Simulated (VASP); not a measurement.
# SnO2 (P4_2/mnm) in VASP: notebook

The runs below take SnO2 through single point, with PBE.

All numbers are computed with VASP 6.6.1; they aren't measurements. Logs are shortened: lines on timing, memory, paths and dates and some standing lists are left out, and cuts for length are marked.

**1. The cell of the first run**

The structure is tetragonal, space group P4_2/mnm (No. 136). Conventional cell: a = 4.665 Å, b = 4.665 Å, c = 3.136 Å, α = 90.00°, β = 90.00°, γ = 90.00°. Within 2.7 Å of Sn (site symmetry mmm) lie 6 O at 2.01 to 2.03 Å. O (site symmetry m2m) has 3 Sn at 2.01 to 2.03 Å and 1 O at 2.58 Å within 2.7 Å.

**2. Single point, PBE (strain -2.0%)**

Input file INCAR:

```
SYSTEM = SnO2
PREC = Accurate
ENCUT = 520
EDIFF = 1E-7
ISMEAR = -1
SIGMA = 0.02
LREAL = .False.
LASPH = .True.
NELM = 80
ALGO = Normal
ISIF = 2
LWAVE = .False.
LCHARG = .True.
GGA = PE
LELF = .True.
LVHAR = .True.
NBANDS = 35
```

Input file KPOINTS:

```
regular mesh
0
Gamma
  6 6 8
  0 0 0
```

Input file POSCAR:

```
SnO2
1.0
    4.6653622500      0.0000000000      0.0000000000
    0.0000000000      4.6653622500      0.0000000000
    0.0000000000      0.0000000000      3.1360786656
Sn O
2 4
Direct
    0.0000000000      0.0000000000      0.0000000000
    0.5000000000      0.5000000000      0.5000000000
    0.3046499520      0.3046499520      0.0000000000
    0.1953500480      0.8046499520      0.5000000000
    0.8046499520      0.1953500480      0.5000000000
    0.6953500480      0.6953500480      0.0000000000
```

Potentials or basis: VASP PAW PBE potentials, release 64 (Sn_d, O).

The run is started by

```bash
> cat potpaw_PBE.64/Sn_d/POTCAR potpaw_PBE.64/O/POTCAR > POTCAR
> mpirun -np 1 vasp_std > vasp.out
```

OUTCAR:

```text
SYSTEM = SnO2
   PREC = Accurate
   ENCUT = 520
   EDIFF = 1E-7
   ISMEAR = -1
   LREAL = .False.
   LASPH = .True.
   NELM = 80
   ISIF = 2
   GGA = PE

 ion  position               nearest neighbor table
   1  0.000  0.000  0.000-   3 2.01   6 2.01   5 2.03   4 2.03   4 2.03   5 2.03   2 3.65   2 3.65
                             2 3.65   2 3.65   2 3.65   2 3.65   2 3.65   2 3.65
   2  0.500  0.500  0.500-   4 2.01   5 2.01   3 2.03   6 2.03   3 2.03   6 2.03   1 3.65   1 3.65
                             1 3.65   1 3.65   1 3.65   1 3.65   1 3.65   1 3.65
   3  0.305  0.305  0.000-   1 2.01   2 2.03   2 2.03
   4  0.195  0.805  0.500-   2 2.01   1 2.03   1 2.03
   5  0.805  0.195  0.500-   2 2.01   1 2.03   1 2.03
   6  0.695  0.695  0.000-   1 2.01   2 2.03   2 2.03

  LATTYP: Found a simple tetragonal cell.
 ALAT       =     4.6653622500
 C/A-ratio  =     0.6722047501

  Lattice vectors:

 A1 = (   4.6653622500,   0.0000000000,   0.0000000000)
 A2 = (   0.0000000000,   4.6653622500,   0.0000000000)
 A3 = (   0.0000000000,   0.0000000000,   3.1360786656)

Analysis of symmetry for initial positions (statically):
=====================================================================
 Subroutine PRICEL returns:
 Original cell was already a primitive cell.

 Routine SETGRP: Setting up the symmetry group for a
 simple tetragonal supercell.

 Subroutine GETGRP returns: Found 16 space group operations
 (whereof  8 operations were pure point group operations)
 out of a pool of 16 trial point group operations.

The static configuration has the point symmetry D_2h.
 The point group associated with its full space group is D_4h.

Analysis of symmetry for dynamics (positions and initial velocities):
=====================================================================
 Subroutine PRICEL returns:
 Original cell was already a primitive cell.

 Routine SETGRP: Setting up the symmetry group for a
 simple tetragonal supercell.

 Subroutine GETGRP returns: Found 16 space group operations
 (whereof  8 operations were pure point group operations)
 out of a pool of 16 trial point group operations.

The dynamic configuration has the point symmetry D_2h.
 The point group associated with its full space group is D_4h.

 Subroutine INISYM returns: Found 16 space group operations
 (whereof  8 operations are pure point group operations),
 and found     1 'primitive' translations

----------------------------------------------------------------------------------------

                                     Primitive cell

  volume of cell :      68.2586

  direct lattice vectors                    reciprocal lattice vectors
     4.665362250  0.000000000  0.000000000     0.214345628  0.000000000  0.000000000
     0.000000000  4.665362250  0.000000000     0.000000000  0.214345628  0.000000000
     0.000000000  0.000000000  3.136078666     0.000000000  0.000000000  0.318869552

  length of vectors
     4.665362250  4.665362250  3.136078666     0.214345628  0.214345628  0.318869552

  position of ions in fractional coordinates (direct lattice)
     0.000000000  0.000000000  0.000000000
     0.500000000  0.500000000  0.500000000
     0.304649952  0.304649952  0.000000000
     0.195350048  0.804649952  0.500000000
     0.804649952  0.195350048  0.500000000
     0.695350048  0.695350048  0.000000000

  ion indices of the primitive-cell ions
   primitive index   ion index
                 1           1
                 2           2
                 3           3
                 4           4
                 5           5
                 6           6

----------------------------------------------------------------------------------------

 KPOINTS: regular mesh

Automatic generation of k-mesh.
 Grid dimensions read from file:
 generate k-points for:    6    6    8

 Generating k-lattice:

  Cartesian coordinates                     Fractional coordinates (reciprocal lattice)
     0.035724271  0.000000000  0.000000000     0.166666667  0.000000000  0.000000000
     0.000000000  0.035724271  0.000000000     0.000000000  0.166666667  0.000000000
     0.000000000  0.000000000  0.039858694     0.000000000  0.000000000  0.125000000

  Length of vectors
     0.035724271  0.035724271  0.039858694

  Shift w.r.t. Gamma in fractional coordinates (k-lattice)
     0.000000000  0.000000000  0.000000000

 Subroutine IBZKPT returns following result:
 ===========================================

 Found     50 irreducible k-points:

 Following reciprocal coordinates:
            Coordinates               Weight
  0.000000  0.000000  0.000000      1.000000
  0.166667  0.000000  0.000000      4.000000
  0.333333  0.000000  0.000000      4.000000
  0.500000  0.000000  0.000000      2.000000
  0.166667  0.166667  0.000000      4.000000
  0.333333  0.166667  0.000000      8.000000
[... 16 lines left out ...]
  0.333333  0.000000  0.250000      8.000000
  0.500000  0.000000  0.250000      4.000000
 [... further k-points ...]
   k-points           NKPTS =     50   k-points in BZ     NKDIM =     50   number of bands    NBANDS=     35
   number of dos      NEDOS =    301   number of ions     NIONS =      6
   total plane-waves  NPLWV =  31104
   dimension x,y,z NGX =    36 NGY =   36 NGZ =   24
   dimension x,y,z NGXF=    72 NGYF=   72 NGZF=   48
   ions per type =               2   4
   NGX,Y,Z   is equivalent  to a cutoff of  12.83, 12.83, 12.72 a.u.
   NGXF,Y,Z  is equivalent  to a cutoff of  25.66, 25.66, 25.45 a.u.
 SYSTEM =  SnO2
   PREC   = accura    normal or accurate (medium, high low for compatibility)
   ISTART =      0    job   : 0-new  1-cont  2-samecut
   ICHARG =      2    charge: 1-file 2-atom 10-const
   ISPIN  =      1    spin polarized calculation?
   LNONCOLLINEAR =      F non collinear calculations
   LSORBIT =      F    spin-orbit coupling
   LASPH  =      T    aspherical Exc in radial PAW
   ENCUT  =  520.0 eV  38.22 Ry    6.18 a.u.   8.67  8.67  5.83*2*pi/ulx,y,z
   NELM   =     80;   NELMIN=  2; NELMDL= -5     # of ELM steps
   EDIFF  = 0.1E-06   stopping-criterion for ELM
   LREAL  =      F    real-space projection
   EDIFFG = 0.1E-05   stopping-criterion for IOM
   NSW    =      0    number of steps for IOM
   IBRION =     -1    ionic relax: 0-MD 1-quasi-New 2-CG
   NFREE  =      0    steps in history (QN), initial steepest desc. (CG)
   ISIF   =      2    stress and relaxation
   ISYM   =      2    0-nonsym 1-usesym 2-fastsym
   POTIM  = 0.5000    time-step for ionic-motion
   TEBEG  =    0.0;   TEEND  =   0.0 temperature during run
   PSTRESS=    0.0 pullay stress
   NELECT =      52.0000    total number of electrons
   NUPDOWN=      -1.0000    fix difference up-down
   EMIN   =  10.00;   EMAX   =-10.00  energy-range for DOS
   EFERMI =   0.00;   METHOD = LEGACY
   ISMEAR =    -1;   SIGMA  =   0.02  broadening in eV -4-tet -1-fermi 0-gaus
   EFERMI_NEDOS =   21; number of points for ismear=-14 and -15
   IALGO  =     38    algorithm
   IMIX   =      4    mixing-type and parameters
     AMIX     =   0.40;   BMIX     =  1.00
     AMIX_MAG =   1.60;   BMIX_MAG =  1.00
  volume/ion in A,a.u.               =      11.38        76.77
  Fermi-wavevector in a.u.,A,eV,Ry     =   1.495168  2.825458 30.416204  2.235528
  Thomas-Fermi vector in A             =   2.607348
   LORBIT       =      0    0 simple, 1 ext, 2 COOP (PROOUT), +10 PAW based schemes
   GGA     = PE    functional components
   LHFCALC =     F    Hartree Fock is set to
   AEXX    =    0.0000 exact exchange contribution
   IVDW    =     0    specifies the selected vdW correction
   LEPSILON=     F    determine dielectric tensor
   LRPA    =     F    only Hartree local field effects (RPA)
 non-spin polarized calculation
  energy-cutoff  :      520.00
  volume of cell :       68.26
 maximum number of plane-waves:      1863
 NGX is ok and might be reduce to    36
   NGX = 17   NGY = 17   NGZ = 11

 number of electron      51.9999981 magnetization

 Free energy of the ion-electron system (eV)
  ---------------------------------------------------
  ext. energy  EPLUGINS =         0.00000000
  ---------------------------------------------------
  free energy    TOTEN  =       -36.80999931 eV

  energy without entropy =      -36.80999931  energy(sigma->0) =      -36.80999931

 E-fermi :   7.1336     XC(G=0): -11.5123

 val. band max:        6.7133686217   @ k =   0.0000   0.0000   0.0000
 cond. band min:       8.4984327645   @ k =   0.0000   0.0000   0.0000
 fundamental gap:      1.7850641428
 Fermi energy:         7.1335732861

 k-point     1 :       0.0000    0.0000    0.0000
  band No.  band energies     occupation
      1     -14.5024      2.00000
      2     -13.5924      2.00000
      3     -13.2449      2.00000
      4     -13.2153      2.00000
      5     -13.2153      2.00000
      6     -13.1843      2.00000
[... 27 lines left out ...]
     34      19.5034      0.00000
     35      19.7208      0.00000

 k-point     2 :       0.1667    0.0000    0.0000
  band No.  band energies     occupation
      1     -14.4539      2.00000
      2     -13.6434      2.00000
      3     -13.2462      2.00000
      4     -13.2299      2.00000
      5     -13.2129      2.00000
      6     -13.2127      2.00000
[... 27 lines left out ...]
     34      19.4393      0.00000
     35      19.7037      0.00000

 k-point     3 :       0.3333    0.0000    0.0000
  band No.  band energies     occupation
      1     -14.3119      2.00000
      2     -13.8342      2.00000
      3     -13.2648      2.00000
      4     -13.2509      2.00000
      5     -13.2079      2.00000
      6     -13.2076      2.00000
[... 27 lines left out ...]
     34      19.3310      0.00000
     35      19.6102      0.00000

 k-point     4 :       0.5000    0.0000    0.0000
  band No.  band energies     occupation
      1     -14.0912      2.00000
      2     -14.0912      2.00000
      3     -13.2597      2.00000
      4     -13.2597      2.00000
      5     -13.2051      2.00000
      6     -13.2051      2.00000
[... 27 lines left out ...]
     34      19.4493      0.00000
     35      19.8650      0.00000

 k-point     5 :       0.1667    0.1667    0.0000
  band No.  band energies     occupation
      1     -14.4180      2.00000
      2     -13.7114      2.00000
      3     -13.2618      2.00000
      4     -13.2307      2.00000
      5     -13.2161      2.00000
      6     -13.2073      2.00000
[... 638 lines left out ...]
 k-point    22 :       0.1667    0.0000    0.2500
  band No.  band energies     occupation
      1     -14.2049      2.00000
      2     -13.8676      2.00000
      3     -13.7275      2.00000
      4     -13.2822      2.00000
      5     -13.1422      2.00000
      6     -13.1174      2.00000
[... 27 lines left out ...]
     34      19.1670      0.00000
     35      19.4403      0.00000

 k-point    23 :       0.3333    0.0000    0.2500
  band No.  band energies     occupation
      1     -14.1865      2.00000
      2     -14.0137      2.00000
      3     -13.6036      2.00000
      4     -13.3222      2.00000
      5     -13.1129      2.00000
      6     -13.1114      2.00000
[... 27 lines left out ...]
     34      19.3446      0.00000
     35      19.4900      0.00000

 k-point    24 :       0.5000    0.0000    0.2500
  band No.  band energies     occupation
      1     -14.1254      2.00000
      2     -14.1254      2.00000
      3     -13.4508      2.00000
      4     -13.4508      2.00000
      5     -13.1075      2.00000
      6     -13.1075      2.00000
[... 27 lines left out ...]
     34      19.4507      0.00000
     35      19.8214      0.00000

 [... further k-points ...]
[... 5 lines left out ...]
  --------------------------------------------------------------------------------------
  -------------------------------------------------------------------------------------
  Total        9.2472617      9.2472617     11.5311990     -0.0000000      0.0000000      0.0000000
  in kB      217.0531242    217.0531242    270.6620455     -0.0000000      0.0000000      0.0000000
  external PRESSURE =     234.9227646 kB  Pullay stress =       0.0000000 kB

 VOLUME and BASIS-vectors are now :
 -----------------------------------------------------------------------------
  energy-cutoff  :      520.00
  volume of cell :       68.26
      direct lattice vectors                 reciprocal lattice vectors
     4.665362250  0.000000000  0.000000000     0.214345628  0.000000000  0.000000000
     0.000000000  4.665362250  0.000000000     0.000000000  0.214345628  0.000000000
     0.000000000  0.000000000  3.136078666     0.000000000  0.000000000  0.318869552

 POSITION                                       TOTAL-FORCE (eV/Angst)
 -----------------------------------------------------------------------------------
      0.00000      0.00000      0.00000        -0.000000     -0.000000      0.000000
      2.33268      2.33268      1.56804        -0.000000     -0.000000      0.000000
      1.42130      1.42130      0.00000        -0.033611     -0.033611     -0.000000
      0.91138      3.75398      1.56804         0.033611     -0.033611     -0.000000
      3.75398      0.91138      1.56804        -0.033611      0.033611      0.000000
      3.24406      3.24406      0.00000         0.033611      0.033611      0.000000
 -----------------------------------------------------------------------------------
    total drift:                                0.000000      0.000000      0.000000

  FREE ENERGIE OF THE ION-ELECTRON SYSTEM (eV)
  ---------------------------------------------------
  free  energy   TOTEN  =       -36.8099993127 eV

  energy  without entropy=      -36.8099993127  energy(sigma->0) =      -36.80999931
```

It took 41 s on 1 thread of Intel Xeon 6975P-C (Granite Rapids), shared host; peak memory 0.23 GiB.

Results:

```yaml
Free_energy: -36.8100 eV
Pressure: 23.5 GPa
Largest_force: 0.048 eV/Å
Band_gap_on_the_k_mesh: 1.78 eV, direct
```

Forces in eV/Å, atoms in the order of the input:
```
Sn   0.000  0.000  0.000
Sn   0.000  0.000  0.000
O   -0.034 -0.034  0.000
O    0.034 -0.034  0.000
O   -0.034  0.034  0.000
O    0.034  0.034  0.000
```

Stress tensor (GPa, compression positive):
```
21.71  0.00  0.00
 0.00 21.71  0.00
 0.00  0.00 27.07
```

Caveat: the cell differs from its parent crystal (strain -2.0%); spin-orbit coupling is left out, which moves the levels of the heavy elements.

**3. Single point, PBE (strain -1.0%)**

Input file INCAR:

```
ALGO = Normal ; EDIFF = 1E-6
ENCUT = 520 ; GGA = PE
ISIF = 2 ; ISMEAR = -1
LASPH = T ; LCHARG = F
LREAL = F ; LWAVE = F
NBANDS = 35 ; NELM = 100
PREC = Accurate ; SIGMA = 0.02
```

Input file KPOINTS:

```
k-points
0
Gamma
  6 6 8
```

Input file POSCAR:

```
SnO2
1.0
    4.7129679872      0.0000000000      0.0000000000
    0.0000000000      4.7129679872      0.0000000000
    0.0000000000      0.0000000000      3.1680794684
Sn O
2 4
Direct
    0.0000000000      0.0000000000      0.0000000000
    0.5000000000      0.5000000000      0.5000000000
    0.3052457883      0.3052457883      0.0000000000
    0.1947542117      0.8052457883      0.5000000000
    0.8052457883      0.1947542117      0.5000000000
    0.6947542117      0.6947542117      0.0000000000
```

Potentials or basis: VASP PAW PBE potentials, release 64 (Sn_d, O).

The run is started by

```bash
> cat potpaw_PBE.64/Sn_d/POTCAR potpaw_PBE.64/O/POTCAR > POTCAR
> mpirun -np 1 vasp_std > vasp.out
```

Wall time 34 s (1 thread of Intel Xeon 6975P-C (Granite Rapids), shared host); peak memory 0.23 GiB.

It converged, with:

* Free energy: -37.0673 eV
* Pressure: 15.4 GPa
* Largest force: 0.049 eV/Å
* Band gap on the k mesh: 1.43 eV, direct

Forces in eV/Å, atoms in the order of the input:
```
Sn   0.000  0.000  0.000
Sn   0.000  0.000  0.000
O   -0.034 -0.034  0.000
O    0.034 -0.034  0.000
O   -0.034  0.034  0.000
O    0.034  0.034  0.000
```

Stress tensor (GPa, compression positive):
```
14.15  0.00  0.00
 0.00 14.15  0.00
 0.00  0.00 17.79
```

Levels at points of the mesh, in eV from the valence-band top:
| k point | band 22 | band 23 | band 24 | band 25 | band 26 | band 27 | band 28 | band 29 | band 30 | band 31 |
| --- | --- | --- | --- | --- | --- | --- | --- | --- | --- | --- |
| (0.00, 0.00, 0.00) | -1.23 | -1.23 | -0.80 | -0.80 | 0.00 | 1.43 | 6.37 | 6.42 | 6.42 | 10.50 |
| (0.50, 0.00, 0.00) | -2.02 | -1.19 | -1.19 | -0.64 | -0.64 | 4.62 | 4.62 | 7.22 | 7.22 | 11.20 |
| (0.50, 0.50, 0.00) | -2.05 | -1.31 | -1.31 | -0.93 | -0.93 | 5.06 | 5.06 | 7.67 | 7.67 | 11.21 |
| (0.00, 0.00, 0.50) | -2.67 | -1.71 | -1.71 | -1.28 | -1.28 | 6.38 | 6.38 | 9.87 | 9.87 | 10.84 |
| (0.50, 0.00, 0.50) | -1.76 | -1.14 | -1.14 | -0.69 | -0.69 | 6.66 | 6.66 | 8.20 | 8.20 | 11.21 |
| (0.50, 0.50, 0.50) | -2.38 | -0.97 | -0.97 | -0.86 | -0.86 | 4.98 | 4.98 | 9.02 | 9.02 | 11.21 |

Caveat: the cell differs from its parent crystal (strain -1.0%); spin-orbit coupling is left out, which moves the levels of the heavy elements.
